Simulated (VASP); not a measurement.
# ZrH (I-4m2) in VASP: single point with PBEsol

Aim: the single point of ZrH with PBEsol.

All numbers are computed with VASP 6.6.1; they aren't measurements. Logs are shortened: lines on timing, memory, paths and dates and some standing lists are left out, and cuts for length are marked.

**1. The cell of the first run**

Symmetry: I-4m2, No. 119, tetragonal system. Conventional cell: a = 3.235 Å, b = 3.235 Å, c = 4.972 Å, α = 90.00°, β = 90.00°, γ = 90.00°. Within 2.7 Å of Zr (site symmetry -4m2) lie 4 H at 2.04 Å. Within 2.7 Å of H (site symmetry -4m2) lie 4 Zr at 2.04 Å.

**2. Single point, PBEsol**

Contents of INCAR:

```
SYSTEM = ZrH
ALGO = Normal
EDIFF = 1E-6
ENCUT = 520
GGA = PS
ISIF = 2
ISMEAR = 0
LASPH = .True.
LCHARG = .False.
LREAL = .False.
LWAVE = .False.
NBANDS = 14
NELM = 60
PREC = Accurate
SIGMA = 0.02
```

Contents of KPOINTS:

```
k-points
0
Gamma
  16 16 19
  0 0 0
```

Contents of POSCAR:

```
ZrH
1.0
   -1.6173552646      1.6173552646      2.4861415688
    1.6173552646     -1.6173552646      2.4861415688
    1.6173552646      1.6173552646     -2.4861415688
Zr H
1 1
Direct
    0.0000000000      0.0000000000      0.0000000000
    0.7500000000      0.2500000000      0.5000000000
```

Potentials or basis: VASP PAW PBE potentials, release 64 (Zr_sv, H).

On the command line:

```bash
$ cat potpaw_PBE.64/Zr_sv/POTCAR potpaw_PBE.64/H/POTCAR > POTCAR
$ mpirun -np 1 vasp_std > vasp.out
```

OUTCAR:

```text
SYSTEM = ZrH
   EDIFF = 1E-6
   ENCUT = 520
   GGA = PS
   ISIF = 2
   ISMEAR = 0
   LASPH = .True.
   LREAL = .False.
   NELM = 60
   PREC = Accurate

 ion  position               nearest neighbor table
   1  0.000  0.000  0.000-   2 2.04   2 2.04   2 2.04   2 2.04
   2  0.750  0.250  0.500-   1 2.04   1 2.04   1 2.04   1 2.04

  LATTYP: Found a body centered tetragonal cell.
 ALAT       =     3.2347105292
 C/A-ratio  =     1.5371647919

  Lattice vectors:

 A1 = (  -1.6173552646,   1.6173552646,   2.4861415688)
 A2 = (   1.6173552646,  -1.6173552646,   2.4861415688)
 A3 = (   1.6173552646,   1.6173552646,  -2.4861415688)

Analysis of symmetry for initial positions (statically):
=====================================================================
 Subroutine PRICEL returns:
 Original cell was already a primitive cell.

 Routine SETGRP: Setting up the symmetry group for a
 body centered tetragonal supercell.

 Subroutine GETGRP returns: Found  8 space group operations
 (whereof  8 operations were pure point group operations)
 out of a pool of 16 trial point group operations.

The static configuration has the point symmetry D_2d.

Analysis of symmetry for dynamics (positions and initial velocities):
=====================================================================
 Subroutine PRICEL returns:
 Original cell was already a primitive cell.

 Routine SETGRP: Setting up the symmetry group for a
 body centered tetragonal supercell.

 Subroutine GETGRP returns: Found  8 space group operations
 (whereof  8 operations were pure point group operations)
 out of a pool of 16 trial point group operations.

The dynamic configuration has the point symmetry D_2d.

 Subroutine INISYM returns: Found  8 space group operations
 (whereof  8 operations are pure point group operations),
 and found     1 'primitive' translations

----------------------------------------------------------------------------------------

                                     Primitive cell

  volume of cell :      26.0134

  direct lattice vectors                    reciprocal lattice vectors
    -1.617355265  1.617355265  2.486141569     0.000000000  0.309146674  0.201114855
     1.617355265 -1.617355265  2.486141569     0.309146674  0.000000000  0.201114855
     1.617355265  1.617355265 -2.486141569     0.309146674  0.309146674  0.000000000

  length of vectors
     3.378250435  3.378250435  3.378250435     0.368807335  0.368807335  0.437199418

[... 112 lines left out ...]
   PSTRESS=    0.0 pullay stress
   NELECT =      13.0000    total number of electrons
   NUPDOWN=      -1.0000    fix difference up-down
   EMIN   =  10.00;   EMAX   =-10.00  energy-range for DOS
   EFERMI =   0.00;   METHOD = LEGACY
   ISMEAR =     0;   SIGMA  =   0.02  broadening in eV -4-tet -1-fermi 0-gaus
   EFERMI_NEDOS =   21; number of points for ismear=-14 and -15
   IALGO  =     38    algorithm
   IMIX   =      4    mixing-type and parameters
     AMIX     =   0.40;   BMIX     =  1.00
     AMIX_MAG =   1.60;   BMIX_MAG =  1.00
  volume/ion in A,a.u.               =      13.01        87.77
  Fermi-wavevector in a.u.,A,eV,Ry     =   1.299143  2.455025 22.963549  1.687773
  Thomas-Fermi vector in A             =   2.430426
   LORBIT       =      0    0 simple, 1 ext, 2 COOP (PROOUT), +10 PAW based schemes
   GGA     = PS    functional components
   LHFCALC =     F    Hartree Fock is set to
   AEXX    =    0.0000 exact exchange contribution
   IVDW    =     0    specifies the selected vdW correction
   LEPSILON=     F    determine dielectric tensor
   LRPA    =     F    only Hartree local field effects (RPA)
 non-spin polarized calculation
 Gauss-broadening in eV      SIGMA  =   0.02
  energy-cutoff  :      520.00
  volume of cell :       26.01
 maximum number of plane-waves:       717
 NGX is ok and might be reduce to    28
   NGX = 13   NGY = 13   NGZ = 13

 number of electron      12.9999999 magnetization

 Free energy of the ion-electron system (eV)
  ---------------------------------------------------
  ext. energy  EPLUGINS =         0.00000000
  ---------------------------------------------------
  free energy    TOTEN  =       -13.12241976 eV

  energy without entropy =      -13.12210470  energy(sigma->0) =      -13.12226223

 E-fermi :   7.9322     XC(G=0): -11.1676

 val. band max:        7.9297737413   @ k =  -0.1875  -0.3125   0.0526
 cond. band min:       7.9322834932   @ k =   0.5000   0.4375   0.2105
 fundamental gap:      0.0025097519
 Fermi energy:         7.9321535759

 k-point     1 :       0.0000    0.0000    0.0000
  band No.  band energies     occupation
      1     -40.7182      2.00000
      2     -18.4282      2.00000
      3     -18.3931      2.00000
      4     -18.3931      2.00000
      5       0.0230      2.00000
      6       8.0734      0.00000
      7       8.8150      0.00000
      8       8.8150      0.00000
      9      10.2773      0.00000
     10      11.5051      0.00000
     11      12.1488      0.00000
     12      20.4052      0.00000
     13      22.2149      0.00000
     14      22.2149      0.00000
[... 377 lines left out ...]
      1     -40.7128      2.00000
      2     -18.4364      2.00000
      3     -18.4246      2.00000
      4     -18.4071      2.00000
      5       0.1501      2.00000
      6       8.1794      0.00000
      7       8.3773      0.00000
      8       8.8751      0.00000
      9      10.3448      0.00000
     10      11.3366      0.00000
     11      12.6843      0.00000
     12      20.5715      0.00000
     13      21.5483      0.00000
     14      22.3224      0.00000

 [... further k-points ...]

------------------------ aborting loop because EDIFF is reached ----------------------------------------

  FORCE on cell =-STRESS in cart. coord.  units (eV):
  Direction    XX          YY          ZZ          XY          YZ          ZX
  --------------------------------------------------------------------------------------
  -------------------------------------------------------------------------------------
  Total        0.0104706      0.0104706      0.0091152      0.0000000      0.0000000      0.0000000
  in kB        0.6448902      0.6448902      0.5614076      0.0000000      0.0000000      0.0000000
  external PRESSURE =       0.6170627 kB  Pullay stress =       0.0000000 kB

 VOLUME and BASIS-vectors are now :
 -----------------------------------------------------------------------------
  energy-cutoff  :      520.00
  volume of cell :       26.01
      direct lattice vectors                 reciprocal lattice vectors
    -1.617355265  1.617355265  2.486141569     0.000000000  0.309146674  0.201114855
     1.617355265 -1.617355265  2.486141569     0.309146674  0.000000000  0.201114855
     1.617355265  1.617355265 -2.486141569     0.309146674  0.309146674  0.000000000

 POSITION                                       TOTAL-FORCE (eV/Angst)
 -----------------------------------------------------------------------------------
      0.00000      0.00000      0.00000        -0.000000      0.000000      0.000000
      0.00000      1.61736      1.24307         0.000000     -0.000000     -0.000000
 -----------------------------------------------------------------------------------
    total drift:                               -0.000000      0.000000      0.000000

  FREE ENERGIE OF THE ION-ELECTRON SYSTEM (eV)
  ---------------------------------------------------
  free  energy   TOTEN  =       -13.1224197644 eV

  energy  without entropy=      -13.1221046955  energy(sigma->0) =      -13.12226223
```

Wall time 3.7 min (1 thread of AMD EPYC 9R45 (Zen 5), shared host); peak memory 0.52 GiB.

What came out:

```
Free energy : -13.1224 eV
Pressure    : 0.1 GPa
```

Caveat: the PAW data sets were made with another functional, which shifts forces and pressure a little.
